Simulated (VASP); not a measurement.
# SiGe4 in VASP: a series of runs

SiGe4 is run at these levels: PBE; tasks: single point.

Everything below comes from runs of VASP 6.6.1. Logs are shortened: lines on timing, memory, paths and dates and some standing lists are left out, and cuts for length are marked.

### 1 The cell of the first run

The cell holds a slab with vacuum, 5 atoms: a = 4.074 Å, b = 4.074 Å, c = 19.740 Å, α = 90.00°, β = 90.00°, γ = 120.00°.

### 2 Single point, PBE

INCAR reads:

```
  PREC = Accurate
  ENCUT = 520
  EDIFF = 1E-6
  ISMEAR = 0
  SIGMA = 0.1
  LREAL = F
  LASPH = T
  NELM = 60
  ALGO = Normal
  ISIF = 2
  LWAVE = F
  LCHARG = T
  LDIPOL = T
  IDIPOL = 3
  DIPOL = 0.5 0.5 0.353
  GGA = PE
  LELF = T
  LVHAR = T
  LVACPOTAV = T
  NBANDS = 38
```

KPOINTS reads:

```
Automatic mesh
0
Gamma
  9 9 1
```

POSCAR reads:

```
SiGe4
1.0
    4.0740542171      0.0000000000      0.0000000000
   -2.0370271085      3.5282344484      0.0000000000
    0.0000000000      0.0000000000     19.7403205846
Ge Si
4 1
Direct
    0.3333333333      0.6666666667      0.2026309544
    0.0000000000      0.0000000000      0.2447585800
    0.0000000000      0.0000000000      0.3792011874
    0.6666666667      0.3333333333      0.4174360061
    0.8888888889      1.2222222222      0.5224128696
```

Potentials or basis: VASP PAW PBE potentials, release 64 (Ge_d, Si).

The run is started by

```
$ cat potpaw_PBE.64/Ge_d/POTCAR potpaw_PBE.64/Si/POTCAR > POTCAR
$ mpirun -np 1 vasp_std > vasp.out
```

OUTCAR:

```text
PREC = Accurate
   ENCUT = 520
   EDIFF = 1E-6
   ISMEAR = 0
   LREAL = F
   LASPH = T
   NELM = 60
   ISIF = 2
   GGA = PE

 ion  position               nearest neighbor table
   1  0.333  0.667  0.203-   2 2.49   2 2.49   2 2.49
   2  0.000  0.000  0.245-   1 2.49   1 2.49   1 2.49   3 2.65
   3  0.000  0.000  0.379-   4 2.47   4 2.47   4 2.47   2 2.65
   4  0.667  0.333  0.417-   5 2.39   3 2.47   3 2.47   3 2.47
   5  0.889  0.222  0.522-   4 2.39

  LATTYP: Found a hexagonal cell.
 ALAT       =     4.0740542171
 C/A-ratio  =     4.8453750325

  Lattice vectors:

 A1 = (   4.0740542171,   0.0000000000,   0.0000000000)
 A2 = (  -2.0370271085,   3.5282344484,   0.0000000000)
 A3 = (   0.0000000000,   0.0000000000,  19.7403205846)

Analysis of symmetry for initial positions (statically):
=====================================================================
 Subroutine PRICEL returns:
 Original cell was already a primitive cell.

 Routine SETGRP: Setting up the symmetry group for a
 hexagonal supercell.

 Subroutine GETGRP returns: Found  1 space group operations
 (whereof  1 operations were pure point group operations)
 out of a pool of 24 trial point group operations.

The static configuration has the point symmetry C_1 .

Analysis of symmetry for dynamics (positions and initial velocities):
=====================================================================
 Subroutine PRICEL returns:
 Original cell was already a primitive cell.

 Routine SETGRP: Setting up the symmetry group for a
 hexagonal supercell.

 Subroutine GETGRP returns: Found  1 space group operations
 (whereof  1 operations were pure point group operations)
 out of a pool of 24 trial point group operations.

The dynamic configuration has the point symmetry C_1 .

 Subroutine INISYM returns: Found  1 space group operations
 (whereof  1 operations are pure point group operations),
 and found     1 'primitive' translations

----------------------------------------------------------------------------------------

                                     Primitive cell

  volume of cell :     283.7517

  direct lattice vectors                    reciprocal lattice vectors
     4.074054217  0.000000000  0.000000000     0.245455742  0.141713939  0.000000000
    -2.037027108  3.528234448  0.000000000     0.000000000  0.283427877  0.000000000
     0.000000000  0.000000000 19.740320585     0.000000000  0.000000000  0.050657739

  length of vectors
     4.074054217  4.074054217 19.740320585     0.283427877  0.283427877  0.050657739

  position of ions in fractional coordinates (direct lattice)
     0.333333333  0.666666667  0.202630954
     0.000000000  0.000000000  0.244758580
     0.000000000  0.000000000  0.379201187
     0.666666667  0.333333333  0.417436006
     0.888888889  0.222222222  0.522412870

  ion indices of the primitive-cell ions
   primitive index   ion index
                 1           1
                 2           2
                 3           3
                 4           4
                 5           5

----------------------------------------------------------------------------------------

 KPOINTS: Automatic mesh

Automatic generation of k-mesh.
 Grid dimensions read from file:
 generate k-points for:    9    9    1

 Generating k-lattice:

  Cartesian coordinates                     Fractional coordinates (reciprocal lattice)
     0.027272860  0.015745993  0.000000000     0.111111111 -0.000000000  0.000000000
     0.000000000  0.031491986  0.000000000     0.000000000  0.111111111  0.000000000
     0.000000000  0.000000000  0.050657739     0.000000000  0.000000000  1.000000000

  Length of vectors
     0.031491986  0.031491986  0.050657739

  Shift w.r.t. Gamma in fractional coordinates (k-lattice)
     0.000000000  0.000000000  0.000000000

 Subroutine IBZKPT returns following result:
 ===========================================

 Found     41 irreducible k-points:

 Following reciprocal coordinates:
            Coordinates               Weight
  0.000000  0.000000  0.000000      1.000000
  0.111111 -0.000000  0.000000      2.000000
  0.000000  0.111111  0.000000      2.000000
 -0.111111  0.111111  0.000000      2.000000
  0.222222 -0.000000  0.000000      2.000000
  0.000000  0.222222  0.000000      2.000000
[... 16 lines left out ...]
  0.333333  0.111111  0.000000      2.000000
 -0.111111  0.444444  0.000000      2.000000
 [... further k-points ...]
   k-points           NKPTS =     41   k-points in BZ     NKDIM =     41   number of bands    NBANDS=     38
   number of dos      NEDOS =    301   number of ions     NIONS =      5
   total plane-waves  NPLWV = 135000
   dimension x,y,z NGX =    30 NGY =   30 NGZ =  150
   dimension x,y,z NGXF=    60 NGYF=   60 NGZF=  300
   ions per type =               4   1
   NGX,Y,Z   is equivalent  to a cutoff of  12.24, 12.24, 12.63 a.u.
   NGXF,Y,Z  is equivalent  to a cutoff of  24.48, 24.48, 25.26 a.u.
 SYSTEM =  unknown system
   PREC   = accura    normal or accurate (medium, high low for compatibility)
   ISTART =      0    job   : 0-new  1-cont  2-samecut
   ICHARG =      2    charge: 1-file 2-atom 10-const
   ISPIN  =      1    spin polarized calculation?
   LNONCOLLINEAR =      F non collinear calculations
   LSORBIT =      F    spin-orbit coupling
   LASPH  =      T    aspherical Exc in radial PAW
   ENCUT  =  520.0 eV  38.22 Ry    6.18 a.u.   7.58  7.58 36.70*2*pi/ulx,y,z
   NELM   =     60;   NELMIN=  2; NELMDL= -5     # of ELM steps
   EDIFF  = 0.1E-05   stopping-criterion for ELM
   LREAL  =      F    real-space projection
   EDIFFG = 0.1E-04   stopping-criterion for IOM
   NSW    =      0    number of steps for IOM
   IBRION =     -1    ionic relax: 0-MD 1-quasi-New 2-CG
   NFREE  =      0    steps in history (QN), initial steepest desc. (CG)
   ISIF   =      2    stress and relaxation
   ISYM   =      2    0-nonsym 1-usesym 2-fastsym
   POTIM  = 0.5000    time-step for ionic-motion
   TEBEG  =    0.0;   TEEND  =   0.0 temperature during run
   PSTRESS=    0.0 pullay stress
   NELECT =      60.0000    total number of electrons
   NUPDOWN=      -1.0000    fix difference up-down
   EMIN   =  10.00;   EMAX   =-10.00  energy-range for DOS
   EFERMI =   0.00;   METHOD = LEGACY
   ISMEAR =     0;   SIGMA  =   0.10  broadening in eV -4-tet -1-fermi 0-gaus
   EFERMI_NEDOS =   21; number of points for ismear=-14 and -15
   IALGO  =     38    algorithm
   IMIX   =      4    mixing-type and parameters
     AMIX     =   0.40;   BMIX     =  1.00
     AMIX_MAG =   1.60;   BMIX_MAG =  1.00
  volume/ion in A,a.u.               =      56.75       382.97
  Fermi-wavevector in a.u.,A,eV,Ry     =   0.975317  1.843082 12.942449  0.951243
  Thomas-Fermi vector in A             =   2.105847
   LORBIT       =      0    0 simple, 1 ext, 2 COOP (PROOUT), +10 PAW based schemes
   GGA     = PE    functional components
   LHFCALC =     F    Hartree Fock is set to
   AEXX    =    0.0000 exact exchange contribution
   IVDW    =     0    specifies the selected vdW correction
   LEPSILON=     F    determine dielectric tensor
   LRPA    =     F    only Hartree local field effects (RPA)
 non-spin polarized calculation
 Gauss-broadening in eV      SIGMA  =   0.10
  energy-cutoff  :      520.00
  volume of cell :      283.75
 maximum number of plane-waves:      7693
   NGX = 15   NGY = 15   NGZ = 73

 dipolmoment           0.000000      0.000000      0.028441 electrons x Angstroem

 number of electron      59.9999957 magnetization

 dipolmoment           0.000000      0.000000     -0.008532 electrons x Angstroem

 Free energy of the ion-electron system (eV)
  ---------------------------------------------------
  ext. energy  EPLUGINS =         0.00000000
  ---------------------------------------------------
  free energy    TOTEN  =       -20.16823996 eV

  energy without entropy =      -20.15345437  energy(sigma->0) =      -20.16084716

 E-fermi :  -0.9030     XC(G=0):  -4.8177

 val. band max:       -0.9108628172   @ k =  -0.1111  -0.4444   0.0000
 cond. band min:      -0.8761886934   @ k =  -0.1111   0.2222   0.0000
 fundamental gap:      0.0346741238
 Fermi energy:        -0.9030241391

 k-point     1 :       0.0000    0.0000    0.0000
  band No.  band energies     occupation
      1     -25.6483      2.00000
      2     -25.6275      2.00000
      3     -25.5946      2.00000
      4     -25.5897      2.00000
      5     -25.5730      2.00000
      6     -25.3970      2.00000
[... 30 lines left out ...]
     37       2.9557      0.00000
     38       3.1517      0.00000

 k-point     2 :       0.1111   -0.0000    0.0000
  band No.  band energies     occupation
      1     -25.6513      2.00000
      2     -25.6300      2.00000
      3     -25.5988      2.00000
      4     -25.5829      2.00000
      5     -25.5682      2.00000
      6     -25.4033      2.00000
[... 30 lines left out ...]
     37       3.0840      0.00000
     38       3.2008      0.00000

 k-point     3 :       0.0000    0.1111    0.0000
  band No.  band energies     occupation
      1     -25.6512      2.00000
      2     -25.6299      2.00000
      3     -25.5992      2.00000
      4     -25.5825      2.00000
      5     -25.5684      2.00000
      6     -25.4035      2.00000
[... 30 lines left out ...]
     37       3.0932      0.00000
     38       3.1755      0.00000

 k-point     4 :      -0.1111    0.1111    0.0000
  band No.  band energies     occupation
      1     -25.6501      2.00000
      2     -25.6313      2.00000
      3     -25.5963      2.00000
      4     -25.5855      2.00000
      5     -25.5682      2.00000
      6     -25.4014      2.00000
[... 30 lines left out ...]
     37       3.1010      0.00000
     38       3.1932      0.00000
[... 703 lines left out ...]
      4     -25.5753      2.00000
      5     -25.5518      2.00000
      6     -25.4100      2.00000
[... 30 lines left out ...]
     37       3.7421      0.00000
     38       4.1151      0.00000

 k-point    23 :       0.3333    0.1111    0.0000
  band No.  band energies     occupation
      1     -25.6667      2.00000
      2     -25.6324      2.00000
      3     -25.6053      2.00000
      4     -25.5701      2.00000
      5     -25.5531      2.00000
      6     -25.4179      2.00000
[... 30 lines left out ...]
     37       4.0063      0.00000
     38       4.7500      0.00000

 k-point    24 :      -0.1111    0.4444    0.0000
  band No.  band energies     occupation
      1     -25.6622      2.00000
      2     -25.6342      2.00000
      3     -25.6073      2.00000
      4     -25.5764      2.00000
      5     -25.5483      2.00000
      6     -25.4063      2.00000
[... 30 lines left out ...]
     37       4.1247      0.00000
     38       4.6716      0.00000

 [... further k-points ...]
[... 5 lines left out ...]
  --------------------------------------------------------------------------------------
  -------------------------------------------------------------------------------------
  Total       -0.9223480     -1.0973959      0.0505797     -0.3728084     -0.3320758      0.3545453
  in kB       -5.2079519     -6.1963436      0.2855934     -2.1050276     -1.8750352      2.0019069
  external PRESSURE =      -3.7062340 kB  Pullay stress =       0.0000000 kB

 VOLUME and BASIS-vectors are now :
 -----------------------------------------------------------------------------
  energy-cutoff  :      520.00
  volume of cell :      283.75
      direct lattice vectors                 reciprocal lattice vectors
     4.074054217  0.000000000  0.000000000     0.245455742  0.141713939  0.000000000
    -2.037027108  3.528234448  0.000000000     0.000000000  0.283427877  0.000000000
     0.000000000  0.000000000 19.740320585     0.000000000  0.000000000  0.050657739

 POSITION                                       TOTAL-FORCE (eV/Angst)
 -----------------------------------------------------------------------------------
     -0.00000      2.35216      4.00000        -0.051602      0.031320      0.280647
      0.00000      0.00000      4.83161        -0.023883      0.029755     -0.233903
      0.00000      0.00000      7.48555         0.235421     -0.152982     -0.641911
      2.03703      1.17608      8.24032        -0.271937      0.194891      0.599485
      3.16871      0.78405     10.31260         0.112000     -0.102985     -0.004317
 -----------------------------------------------------------------------------------
    total drift:                                0.000005     -0.000008     -0.000945

  FREE ENERGIE OF THE ION-ELECTRON SYSTEM (eV)
  ---------------------------------------------------
  free  energy   TOTEN  =       -20.1682399573 eV

  energy  without entropy=      -20.1534543652  energy(sigma->0) =      -20.16084716

 vacuum level on the upper side and lower side of the slab         3.711         3.819
```

Run time: 18 min. Hardware: 1 thread of Intel Xeon 6975P-C (Granite Rapids), shared host; peak memory 0.56 GiB.

Results:

| Property | Result |
| --- | --- |
| Free energy | -20.1682 eV |
| Largest force | 0.701 eV/Å |
| Band gap on the k mesh | zero (bands 30 and 31 overlap by 0.69 eV) |

Forces in eV/Å, atoms in the order of the input:
```
Ge  -0.052  0.031  0.281
Ge  -0.024  0.030 -0.234
Ge   0.235 -0.153 -0.642
Ge  -0.272  0.195  0.599
Si   0.112 -0.103 -0.004
```

### 3 Single point, PBE

INCAR reads:

```
SYSTEM = SiGe4
PREC = Accurate
ENCUT = 520
EDIFF = 1E-7
ISMEAR = 0
SIGMA = 0.1
LREAL = .False.
LASPH = .True.
NELM = 80
ALGO = Fast
ISIF = 2
LWAVE = .False.
LCHARG = .False.
LDIPOL = .True.
IDIPOL = 3
DIPOL = 0.5 0.5 0.350
GGA = PE
NBANDS = 38
```

KPOINTS reads:

```
regular mesh
0
Gamma
  9 9 1
  0 0 0
```

POSCAR: that of step 2 with these lines changed.

```diff
@@ -12,2 +12,2 @@
     0.6666666667      0.3333333333      0.4174360061
-    0.8888888889      1.2222222222      0.5224128696
+    0.8888888889      1.0000000000      0.5066819270
```

Potentials or basis: VASP PAW PBE potentials, release 64 (Ge_d, Si).

The run is started by

```
$ cat potpaw_PBE.64/Ge_d/POTCAR potpaw_PBE.64/Si/POTCAR > POTCAR
$ mpirun -np 1 vasp_std > vasp.out
```

OUTCAR:

```text
SYSTEM = SiGe4
   PREC = Accurate
   ENCUT = 520
   EDIFF = 1E-7
   ISMEAR = 0
   LREAL = .False.
   LASPH = .True.
   NELM = 80
   ISIF = 2
   GGA = PE

 ion  position               nearest neighbor table
   1  0.333  0.667  0.203-   2 2.49   2 2.49   2 2.49
   2  0.000  0.000  0.245-   1 2.49   1 2.49   1 2.49   3 2.65
   3  0.000  0.000  0.379-   4 2.47   4 2.47   4 2.47   5 2.56   2 2.65
   4  0.667  0.333  0.417-   3 2.47   3 2.47   3 2.47   5 2.65   5 2.97
   5  0.889  0.000  0.507-   3 2.56   4 2.65   4 2.97

  LATTYP: Found a hexagonal cell.
 ALAT       =     4.0740542171
 C/A-ratio  =     4.8453750325
[... 1192 lines left out ...]
  -------------------------------------------------------------------------------------
  Total       -0.0173719     -0.8013216      0.7681467     -0.2668015      0.1327828      0.0392489
  in kB       -0.0980890     -4.5245874      4.3372687     -1.5064695      0.7497458      0.2216150
  external PRESSURE =      -0.0951359 kB  Pullay stress =       0.0000000 kB

 VOLUME and BASIS-vectors are now :
 -----------------------------------------------------------------------------
  energy-cutoff  :      520.00
  volume of cell :      283.75
      direct lattice vectors                 reciprocal lattice vectors
     4.074054217  0.000000000  0.000000000     0.245455742  0.141713939  0.000000000
    -2.037027108  3.528234448  0.000000000     0.000000000  0.283427877  0.000000000
     0.000000000  0.000000000 19.740320585     0.000000000  0.000000000  0.050657739

 POSITION                                       TOTAL-FORCE (eV/Angst)
 -----------------------------------------------------------------------------------
     -0.00000      2.35216      4.00000        -0.019015      0.000994      0.114083
      0.00000      0.00000      4.83161        -0.044071     -0.000902     -0.090391
      0.00000      0.00000      7.48555         0.304789     -0.051598     -1.298559
      2.03703      1.17608      8.24032        -0.263361     -0.002308      1.275727
      3.62138      0.00000     10.00206         0.021658      0.053816     -0.000860
 -----------------------------------------------------------------------------------
    total drift:                               -0.000110     -0.000028     -0.000726

  FREE ENERGIE OF THE ION-ELECTRON SYSTEM (eV)
  ---------------------------------------------------
  free  energy   TOTEN  =       -20.2910281712 eV

  energy  without entropy=      -20.2814316211  energy(sigma->0) =      -20.28622990

 vacuum level on the upper side and lower side of the slab         3.533         3.892
```

OSZICAR:

```text
N       E                     dE             d eps       ncg     rms          rms(c)
DAV:   1     0.543881527871E+03    0.54388E+03   -0.31011E+04  3712   0.265E+03
DAV:   2     0.656410876588E+02   -0.47824E+03   -0.46580E+03  3466   0.708E+02
DAV:   3    -0.160780096776E+02   -0.81719E+02   -0.80654E+02  4244   0.190E+02
[... 17 lines left out ...]
RMM:  21    -0.202910262839E+02   -0.42316E-05   -0.38788E-07  2902   0.219E-03    0.307E-04
RMM:  22    -0.202910276109E+02   -0.13270E-05   -0.15825E-07  2727   0.158E-03    0.132E-04
RMM:  23    -0.202910280200E+02   -0.40911E-06   -0.96656E-08  2617   0.136E-03    0.537E-05
RMM:  24    -0.202910281329E+02   -0.11291E-06   -0.33227E-08  2321   0.105E-03    0.192E-05
RMM:  25    -0.202910281712E+02   -0.38275E-07   -0.14400E-08  2043   0.958E-04
   1 F= -.20291028E+02 E0= -.20286230E+02  d E =-.959655E-02
```

Run time: 24 min. Hardware: 1 thread of Oxide Virtual Turin-like, shared host; peak memory 0.54 GiB.

Results:

| Quantity | Value |
| --- | --- |
| Free energy | -20.2910 eV |
| Largest force | 1.335 eV/Å |
| Band gap on the k mesh | zero (bands 30 and 31 overlap by 0.51 eV) |

Forces in eV/Å, atoms in the order of the input:
```
Ge  -0.019  0.001  0.114
Ge  -0.044 -0.001 -0.090
Ge   0.305 -0.052 -1.299
Ge  -0.263 -0.002  1.276
Si   0.022  0.054 -0.001
```

[end of part 1 of 2]

The gap in the log of VASP goes by the Fermi energy; the results here count the filled bands.